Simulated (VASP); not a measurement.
# TaAs in VASP: notebook

Runs on TaAs. Level: PBE. Tasks: single point, relaxation of the atoms.

Program: VASP 6.6.1. These are calculated values, not measurements. Logs are shortened: lines on timing, memory, paths and dates and some standing lists are left out, and cuts for length are marked.

## Step 1: The cell of the first run

The cell holds a sheet with vacuum, 2 atoms: a = 3.326 Å, b = 3.326 Å, c = 25.740 Å, α = 90.00°, β = 90.00°, γ = 90.00°.

## Step 2: Single point, PBE

Contents of INCAR:

```
PREC = Accurate
ENCUT = 520
EDIFF = 1E-6
ISMEAR = -1
SIGMA = 0.05
LREAL = False
LASPH = True
NELM = 60
ALGO = Normal
ISIF = 2
LWAVE = False
LCHARG = False
LDIPOL = True
IDIPOL = 3
DIPOL = 0.5 0.5 0.291
GGA = PE
NBANDS = 15
```

Contents of KPOINTS:

```
Automatic mesh
0
Gamma
  8 8 1
```

Contents of POSCAR:

```
TaAs
1.0
    3.3258600000      0.0000000000      0.0000000000
    0.0000000000      3.3258600000      0.0000000000
    0.0000000000      0.0000000000     25.7402900000
Ta As
1 1
Direct
    0.0000000000      0.0000000000      0.2717038994
    0.5000000000      0.5000000000      0.3110361006
```

Potentials or basis: VASP PAW PBE potentials, release 64 (Ta_pv, As).

Run with:

```
$ cat potpaw_PBE.64/Ta_pv/POTCAR potpaw_PBE.64/As/POTCAR > POTCAR
$ mpirun -np 1 vasp_std > vasp.out
```

OUTCAR:

```text
PREC = Accurate
   ENCUT = 520
   EDIFF = 1E-6
   ISMEAR = -1
   LREAL = False
   LASPH = True
   NELM = 60
   ISIF = 2
   GGA = PE

 ion  position               nearest neighbor table
   1  0.000  0.000  0.272-   2 2.56   2 2.56   2 2.56   2 2.56
   2  0.500  0.500  0.311-   1 2.56   1 2.56   1 2.56   1 2.56

  LATTYP: Found a simple tetragonal cell.
 ALAT       =     3.3258600000
 C/A-ratio  =     7.7394388218

  Lattice vectors:

 A1 = (   3.3258600000,   0.0000000000,   0.0000000000)
 A2 = (   0.0000000000,   3.3258600000,   0.0000000000)
 A3 = (   0.0000000000,   0.0000000000,  25.7402900000)

Analysis of symmetry for initial positions (statically):
=====================================================================
 Subroutine PRICEL returns:
 Original cell was already a primitive cell.

 Routine SETGRP: Setting up the symmetry group for a
 simple tetragonal supercell.

 Subroutine GETGRP returns: Found  8 space group operations
 (whereof  8 operations were pure point group operations)
 out of a pool of 16 trial point group operations.

The static configuration has the point symmetry C_4v.

Analysis of symmetry for dynamics (positions and initial velocities):
=====================================================================
 Subroutine PRICEL returns:
 Original cell was already a primitive cell.

 Routine SETGRP: Setting up the symmetry group for a
 simple tetragonal supercell.

 Subroutine GETGRP returns: Found  8 space group operations
 (whereof  8 operations were pure point group operations)
 out of a pool of 16 trial point group operations.

The dynamic configuration has the point symmetry C_4v.

 Subroutine INISYM returns: Found  8 space group operations
 (whereof  8 operations are pure point group operations),
 and found     1 'primitive' translations

----------------------------------------------------------------------------------------

                                     Primitive cell

  volume of cell :     284.7222

  direct lattice vectors                    reciprocal lattice vectors
     3.325860000  0.000000000  0.000000000     0.300674111  0.000000000  0.000000000
     0.000000000  3.325860000  0.000000000     0.000000000  0.300674111  0.000000000
     0.000000000  0.000000000 25.740290000     0.000000000  0.000000000  0.038849601

  length of vectors
     3.325860000  3.325860000 25.740290000     0.300674111  0.300674111  0.038849601

  position of ions in fractional coordinates (direct lattice)
     0.000000000  0.000000000  0.271703899
     0.500000000  0.500000000  0.311036101

  ion indices of the primitive-cell ions
   primitive index   ion index
                 1           1
                 2           2

----------------------------------------------------------------------------------------

 KPOINTS: Automatic mesh

Automatic generation of k-mesh.
 Grid dimensions read from file:
 generate k-points for:    8    8    1

 Generating k-lattice:

  Cartesian coordinates                     Fractional coordinates (reciprocal lattice)
     0.037584264  0.000000000  0.000000000     0.125000000  0.000000000  0.000000000
     0.000000000  0.037584264  0.000000000     0.000000000  0.125000000  0.000000000
     0.000000000  0.000000000  0.038849601     0.000000000  0.000000000  1.000000000

  Length of vectors
     0.037584264  0.037584264  0.038849601

  Shift w.r.t. Gamma in fractional coordinates (k-lattice)
     0.000000000  0.000000000  0.000000000

 Subroutine IBZKPT returns following result:
 ===========================================

 Found     15 irreducible k-points:

 Following reciprocal coordinates:
            Coordinates               Weight
  0.000000  0.000000  0.000000      1.000000
  0.125000  0.000000  0.000000      4.000000
  0.250000  0.000000  0.000000      4.000000
  0.375000  0.000000  0.000000      4.000000
  0.500000  0.000000  0.000000      2.000000
  0.125000  0.125000  0.000000      4.000000
  0.250000  0.125000  0.000000      8.000000
  0.375000  0.125000  0.000000      8.000000
  0.500000  0.125000  0.000000      4.000000
  0.250000  0.250000  0.000000      4.000000
  0.375000  0.250000  0.000000      8.000000
  0.500000  0.250000  0.000000      4.000000
  0.375000  0.375000  0.000000      4.000000
  0.500000  0.375000  0.000000      4.000000
  0.500000  0.500000  0.000000      1.000000
   k-points           NKPTS =     15   k-points in BZ     NKDIM =     15   number of bands    NBANDS=     15
   number of dos      NEDOS =    301   number of ions     NIONS =      2
   total plane-waves  NPLWV = 150528
   dimension x,y,z NGX =    28 NGY =   28 NGZ =  192
   dimension x,y,z NGXF=    56 NGYF=   56 NGZF=  384
   ions per type =               1   1
   NGX,Y,Z   is equivalent  to a cutoff of  14.00, 14.00, 12.40 a.u.
   NGXF,Y,Z  is equivalent  to a cutoff of  27.99, 27.99, 24.80 a.u.
 SYSTEM =  unknown system
   PREC   = accura    normal or accurate (medium, high low for compatibility)
   ISTART =      0    job   : 0-new  1-cont  2-samecut
   ICHARG =      2    charge: 1-file 2-atom 10-const
   ISPIN  =      1    spin polarized calculation?
   LNONCOLLINEAR =      F non collinear calculations
   LSORBIT =      F    spin-orbit coupling
   LASPH  =      T    aspherical Exc in radial PAW
   ENCUT  =  520.0 eV  38.22 Ry    6.18 a.u.   6.18  6.18 47.86*2*pi/ulx,y,z
   NELM   =     60;   NELMIN=  2; NELMDL= -5     # of ELM steps
   EDIFF  = 0.1E-05   stopping-criterion for ELM
   LREAL  =      F    real-space projection
   EDIFFG = 0.1E-04   stopping-criterion for IOM
   NSW    =      0    number of steps for IOM
   IBRION =     -1    ionic relax: 0-MD 1-quasi-New 2-CG
   NFREE  =      0    steps in history (QN), initial steepest desc. (CG)
   ISIF   =      2    stress and relaxation
   ISYM   =      2    0-nonsym 1-usesym 2-fastsym
   POTIM  = 0.5000    time-step for ionic-motion
   TEBEG  =    0.0;   TEEND  =   0.0 temperature during run
   PSTRESS=    0.0 pullay stress
   NELECT =      16.0000    total number of electrons
   NUPDOWN=      -1.0000    fix difference up-down
   EMIN   =  10.00;   EMAX   =-10.00  energy-range for DOS
   EFERMI =   0.00;   METHOD = LEGACY
   ISMEAR =    -1;   SIGMA  =   0.05  broadening in eV -4-tet -1-fermi 0-gaus
   EFERMI_NEDOS =   21; number of points for ismear=-14 and -15
   IALGO  =     38    algorithm
   IMIX   =      4    mixing-type and parameters
     AMIX     =   0.40;   BMIX     =  1.00
     AMIX_MAG =   1.60;   BMIX_MAG =  1.00
  volume/ion in A,a.u.               =     142.36       960.70
  Fermi-wavevector in a.u.,A,eV,Ry     =   0.627058  1.184968  5.349834  0.393202
  Thomas-Fermi vector in A             =   1.688526
   LORBIT       =      0    0 simple, 1 ext, 2 COOP (PROOUT), +10 PAW based schemes
   GGA     = PE    functional components
   LHFCALC =     F    Hartree Fock is set to
   AEXX    =    0.0000 exact exchange contribution
   IVDW    =     0    specifies the selected vdW correction
   LEPSILON=     F    determine dielectric tensor
   LRPA    =     F    only Hartree local field effects (RPA)
 non-spin polarized calculation
  energy-cutoff  :      520.00
  volume of cell :      284.72
 maximum number of plane-waves:      7720
 NGX is ok and might be reduce to    28
   NGX = 13   NGY = 13   NGZ = 95

 number of electron      15.9999998 magnetization

 dipolmoment           0.000000      0.000000      0.014936 electrons x Angstroem

 Free energy of the ion-electron system (eV)
  ---------------------------------------------------
  ext. energy  EPLUGINS =         0.00000000
  ---------------------------------------------------
  free energy    TOTEN  =       -14.58677718 eV

  energy without entropy =      -14.55839078  energy(sigma->0) =      -14.57258398

 E-fermi :  -3.1385     XC(G=0):  -2.1997

 val. band max:       -3.1395980887   @ k =   0.2500   0.2500   0.0000
 cond. band min:      -3.1235876546   @ k =   0.1250   0.0000   0.0000
 fundamental gap:      0.0160104341
 Fermi energy:        -3.1385417401

 k-point     1 :       0.0000    0.0000    0.0000
  band No.  band energies     occupation
      1     -38.2077      2.00000
      2     -37.9464      2.00000
      3     -37.9464      2.00000
      4     -15.4208      2.00000
      5      -7.3604      2.00000
      6      -5.3528      2.00000
      7      -3.8925      2.00000
      8      -3.8925      2.00000
      9      -3.7299      1.99999
     10      -1.3760      0.00000
     11       0.0679      0.00000
     12       0.6818      0.00000
     13       0.6818      0.00000
     14       0.9076      0.00000
     15       1.4755      0.00000

 k-point     2 :       0.1250    0.0000    0.0000
  band No.  band energies     occupation
      1     -38.2047      2.00000
      2     -37.9774      2.00000
      3     -37.9431      2.00000
      4     -15.2238      2.00000
      5      -7.2190      2.00000
      6      -5.7122      2.00000
      7      -4.2102      2.00000
      8      -4.0626      2.00000
      9      -3.1236      0.85156
     10      -1.7487      0.00000
     11      -0.4346      0.00000
     12       0.3675      0.00000
     13       1.1658      0.00000
     14       1.4148      0.00000
     15       1.6741      0.00000
[... 203 lines left out ...]
      3     -38.0917      2.00000
      4     -13.4525      2.00000
      5      -7.5649      2.00000
      6      -7.2834      2.00000
      7      -4.6199      2.00000
      8      -3.0522      0.30185
      9      -2.3698      0.00000
     10      -2.2520      0.00000
     11       0.5436      0.00000
     12       2.0039      0.00000
     13       2.3029      0.00000
     14       2.4160      0.00000
     15       4.6567      0.00000

 k-point    15 :       0.5000    0.5000    0.0000
  band No.  band energies     occupation
      1     -38.1653      2.00000
      2     -38.1203      2.00000
      3     -38.1203      2.00000
      4     -13.4182      2.00000
      5      -7.3709      2.00000
      6      -7.3709      2.00000
      7      -4.9422      2.00000
      8      -2.6691      0.00017
      9      -2.0537      0.00000
     10      -2.0537      0.00000
     11       0.6035      0.00000
     12       1.0240      0.00000
     13       3.2929      0.00000
     14       3.3201      0.00000
     15       4.1400      0.00000

------------------------ aborting loop because EDIFF is reached ----------------------------------------

 vacuum level on the upper side and lower side of the slab       (xc-potential included)         0.112        -0.127

  FORCE on cell =-STRESS in cart. coord.  units (eV):
  Direction    XX          YY          ZZ          XY          YZ          ZX
  --------------------------------------------------------------------------------------
  -------------------------------------------------------------------------------------
  Total        0.0557246      0.0557246      0.0173639      0.0000000      0.0000000     -0.0000000
  in kB        0.3135710      0.3135710      0.0977096      0.0000000      0.0000000     -0.0000000
  external PRESSURE =       0.2416172 kB  Pullay stress =       0.0000000 kB

 VOLUME and BASIS-vectors are now :
 -----------------------------------------------------------------------------
  energy-cutoff  :      520.00
  volume of cell :      284.72
      direct lattice vectors                 reciprocal lattice vectors
     3.325860000  0.000000000  0.000000000     0.300674111  0.000000000  0.000000000
     0.000000000  3.325860000  0.000000000     0.000000000  0.300674111  0.000000000
     0.000000000  0.000000000 25.740290000     0.000000000  0.000000000  0.038849601

 POSITION                                       TOTAL-FORCE (eV/Angst)
 -----------------------------------------------------------------------------------
      0.00000      0.00000      6.99374        -0.000000      0.000000     -0.023343
      1.66293      1.66293      8.00616         0.000000      0.000000      0.023343
 -----------------------------------------------------------------------------------
    total drift:                               -0.000000      0.000000      0.000225

  FREE ENERGIE OF THE ION-ELECTRON SYSTEM (eV)
  ---------------------------------------------------
  free  energy   TOTEN  =       -14.5867771777 eV

  energy  without entropy=      -14.5583907844  energy(sigma->0) =      -14.57258398

 vacuum level on the upper side and lower side of the slab         1.488         1.297
```

It took 82 s on 1 thread of Intel Xeon Platinum 8488C (Sapphire Rapids), shared host; peak memory 0.42 GiB.

Results:

```yaml
Free_energy: -14.5868 eV
Largest_force: 0.023 eV/Å
Band_gap_on_the_k_mesh: zero (band 8 reaches -2.67 eV, above the bottom of band 9 at -3.73 eV)
```

Forces on the atoms (eV/Å):
```
Ta   0.000  0.000 -0.023
As   0.000  0.000  0.023
```

Caveat: spin-orbit coupling is left out, which moves the levels of the heavy elements.

## Step 3: Relaxation of the atoms, PBE

Contents of INCAR:

```
SYSTEM = TaAs
PREC = Accurate
ENCUT = 520
EDIFF = 1E-6
ISMEAR = -1
SIGMA = 0.05
LREAL = .FALSE.
LASPH = .TRUE.
NELM = 100
ALGO = Normal
ISIF = 2
LWAVE = .FALSE.
LCHARG = .FALSE.
LDIPOL = .TRUE.
IDIPOL = 3
DIPOL = 0.5 0.5 0.291
GGA = PE
IBRION = 2
NSW = 80
EDIFFG = -0.01
```

Contents of KPOINTS:

```
Automatic mesh
0
G
  8 8 1
  0 0 0
```

Contents of POSCAR:

```
TaAs
1.0
    3.3258600000      0.0000000000      0.0000000000
    0.0000000000      3.3258600000      0.0000000000
    0.0000000000      0.0000000000     25.7402900000
Ta As
1 1
Direct
    0.0000000000      0.0000000000      0.2717800000
    0.5000000000      0.5000000000      0.3109600000
```

Potentials or basis: VASP PAW PBE potentials, release 64 (Ta_pv, As).

Run with:

```
$ cat potpaw_PBE.64/Ta_pv/POTCAR potpaw_PBE.64/As/POTCAR > POTCAR
$ mpirun -np 1 vasp_std > vasp.out
```

OUTCAR:

```text
SYSTEM = TaAs
   PREC = Accurate
   ENCUT = 520
   EDIFF = 1E-6
   ISMEAR = -1
   LREAL = .FALSE.
   LASPH = .TRUE.
   NELM = 100
   ISIF = 2
   GGA = PE
   IBRION = 2
   NSW = 80
   EDIFFG = -0.01

 ion  position               nearest neighbor table
   1  0.000  0.000  0.272-   2 2.56   2 2.56   2 2.56   2 2.56
   2  0.500  0.500  0.311-   1 2.56   1 2.56   1 2.56   1 2.56

  LATTYP: Found a simple tetragonal cell.
 ALAT       =     3.3258600000
 C/A-ratio  =     7.7394388218

  Lattice vectors:

 A1 = (   3.3258600000,   0.0000000000,   0.0000000000)
 A2 = (   0.0000000000,   3.3258600000,   0.0000000000)
[... 259 lines left out ...]
  band No.  band energies     occupation
      1     -38.2098      2.00000
      2     -37.9473      2.00000
      3     -37.9473      2.00000
      4     -15.4121      2.00000
      5      -7.3623      2.00000
      6      -5.3460      2.00000
      7      -3.8894      2.00000
      8      -3.8894      2.00000
      9      -3.7303      1.99999
     10      -1.3678      0.00000
     11       0.0524      0.00000
     12       0.6875      0.00000
[... 198 lines left out ...]
      1     -38.1674      2.00000
      2     -38.1209      2.00000
      3     -38.1209      2.00000
      4     -13.4059      2.00000
      5      -7.3686      2.00000
      6      -7.3686      2.00000
      7      -4.9468      2.00000
      8      -2.6724      0.00018
      9      -2.0475      0.00000
     10      -2.0475      0.00000
     11       0.6050      0.00000
     12       1.0307      0.00000

------------------------ aborting loop because EDIFF is reached ----------------------------------------

 vacuum level on the upper side and lower side of the slab       (xc-potential included)         0.084        -0.129

  FORCE on cell =-STRESS in cart. coord.  units (eV):
  Direction    XX          YY          ZZ          XY          YZ          ZX
  --------------------------------------------------------------------------------------
  -------------------------------------------------------------------------------------
  Total       -0.0042871     -0.0042871      0.0007437      0.0000000      0.0000000     -0.0000000
  in kB       -0.0241245     -0.0241245      0.0041850      0.0000000      0.0000000     -0.0000000
  external PRESSURE =      -0.0146880 kB  Pullay stress =       0.0000000 kB
[... 17 lines left out ...]
  FREE ENERGIE OF THE ION-ELECTRON SYSTEM (eV)
  ---------------------------------------------------
  free  energy   TOTEN  =       -14.5868280888 eV

  energy  without entropy=      -14.5586231419  energy(sigma->0) =      -14.57272562

 reached required accuracy - stopping structural energy minimisation

 vacuum level on the upper side and lower side of the slab         1.531         1.321
```

CONTCAR:

```text
TaAs
   1.00000000000000
     3.3258600000000000    0.0000000000000000    0.0000000000000000
     0.0000000000000000    3.3258600000000000    0.0000000000000000
     0.0000000000000000    0.0000000000000000   25.7402900000000017
  Ta              As
     1     1
Direct
     0.0000000000000000    0.0000000000000000    0.2716109536054858
     0.5000000000000000    0.5000000000000000    0.3111290463945153

  0.00000000E+00  0.00000000E+00  0.00000000E+00
  0.00000000E+00  0.00000000E+00  0.00000000E+00
```

Wall time 80 s (1 thread of Intel Xeon Platinum 8488C (Sapphire Rapids), shared host); peak memory 0.44 GiB.

Results:

| Quantity | Value |
| --- | --- |
| Free energy | -14.5868 eV |
| Energy gained by relaxing | 0.1 meV/atom |
| Ionic steps | 3 |
| Band gap on the k mesh | zero (band 8 reaches -2.67 eV, above the bottom of band 9 at -3.73 eV) |

The path:
```
step  energy change (eV)  largest force (eV/Å)  pressure (GPa)
   1              0.0000                0.0430            0.05
   2             -0.0001                0.0225            0.02
   3             -0.0002                0.0004            0.00
```

Final structure:
```xyz
2
Lattice="3.3259 0.0000 0.0000 0.0000 3.3259 0.0000 0.0000 0.0000 25.7403" Properties=species:S:1:pos:R:3 pbc="T T T"
Ta    0.0000    0.0000    6.9913
As    1.6629    1.6629    8.0086
```

Caveat: spin-orbit coupling is left out, which moves the levels of the heavy elements.
